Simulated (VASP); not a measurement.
InSe, 4 atoms in the cell. Symmetry: C2/m, No. 12, monoclinic system. The conventional cell has a = 11.653 Å, b = 4.109 Å, c = 5.073 Å, α = 90.00°, β = 109.86°, γ = 90.00°. Within 3.5 Å of In (site symmetry m) lie 3 Se at 2.68 to 2.69 Å and 1 In at 2.80 Å. Se (site symmetry m) has 7 In at 2.68 to 4.18 Å and 7 Se at 3.55 to 4.11 Å within 4.2 Å. 

| Quantity | Value |
| --- | --- |
| Program | VASP 6.6.1 |
| Task | electric field gradients |
| Functional | LDA |
| Potentials or basis | VASP PAW LDA potentials, release 64 (In_d, Se) |
| Cutoff | 520 eV |
| k mesh | 7 × 7 × 6 |
| Occupations | fermi-dirac, width 0.03 eV |
| Spin | no spin polarisation |
| Dipole correction | no |
| Further INCAR settings | ALGO = Normal; EDIFF = 1e-08; NBANDS = 27 |

Potentials or basis: VASP PAW LDA potentials, release 64 (In_d, Se).

The run is started by

```console
$ cat potpaw_LDA.64/In_d/POTCAR potpaw_LDA.64/Se/POTCAR > POTCAR
$ mpirun -np 1 vasp_std > vasp.out
```

Hardware: 1 thread of Oxide Virtual Turin-like Processor (shared host).

**Question.** Estimate the wall time of this run.

**Answer.** Wall time 11 min on 1 thread of Oxide Virtual Turin-like Processor, with other jobs on the host, peak memory 0.36 GiB. Counts: scf iterations 15, k points 88.
